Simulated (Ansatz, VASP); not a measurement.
GaSb in VASP and in Ansatz

POSCAR

```
GaSb
1.0
    0.0000000000      3.0658787986      3.0658787986
    3.0658787986      0.0000000000      3.0658787986
    3.0658787986      3.0658787986      0.0000000000
Ga Sb
1 1
Direct
    0.0000000000      0.0000000000      0.0000000000
    0.2500000000      0.2500000000      0.2500000000
```

File INCAR.step1:

```
SYSTEM = GaSb
PREC = Accurate
ENCUT = 520
ISMEAR = -1
SIGMA = 0.02
LREAL = .FALSE.
LASPH = .TRUE.
NELM = 80
NBANDS = 16
GGA = PE
ALGO = Normal
EDIFF = 1E-4
LWAVE = .TRUE.
LCHARG = .FALSE.
```

INCAR.step2

```
SYSTEM = GaSb
PREC = Accurate
ENCUT = 520
EDIFF = 1E-6
ISMEAR = -1
SIGMA = 0.02
LREAL = .FALSE.
LASPH = .TRUE.
NELM = 80
ALGO = Normal
ISIF = 2
LWAVE = .FALSE.
LCHARG = .FALSE.
METAGGA = R2SCAN
LMIXTAU = .TRUE.
NBANDS = 16
ISTART = 1
```

Contents of KPOINTS:

```
Automatic mesh
0
G
  3 3 3
  0 0 0
```

Input for Ansatz:

```yaml
crystal:
  lattice:
    - [0.0, 3.0658787986, 3.0658787986]
    - [3.0658787986, 0.0, 3.0658787986]
    - [3.0658787986, 3.0658787986, 0.0]
  atoms:
    - { symbol: Ga, position: [0.0, 0.0, 0.0] }
    - { symbol: Sb, position: [0.25, 0.25, 0.25] }
kpoints:
  mp_grid: { grid: [3, 3, 3] }
hamiltonian:
  xc: r2scan
scf:
  occupations: { method: fermi_dirac, width: 0.02 }
  n_extra_bands: 4
output:
  forces: true
  stress: true
  eigenvalues: true
```

Alike in both runs: task single point; functional r2SCAN; k mesh 3 × 3 × 3; occupations fermi-dirac, width 0.02 eV; no spin polarisation.

```csv
,VASP,Ansatz
version,VASP 6.6.1,Ansatz 0.2.0
potentials or method,"VASP PAW PBE potentials, release 64 (Ga_d, Sb)",plane waves
plane-wave cutoff (eV),520,500
valence electrons in the cell,18,28
```

Ansatz gave:

| Quantity | Value |
| --- | --- |
| pressure (GPa) | 0.9 |

Q: What did VASP give for the same quantities?

A: Pressure (GPa): 1.1.

VASP's potentials were made for PBE, not for r2SCAN. VASP's potentials hold 18 valence electrons a cell and Ansatz's 28, so a difference there can come from the potentials and not from the codes.

The k mesh is coarse, so the values compare programs but aren't converged. Spin-orbit coupling is off throughout.
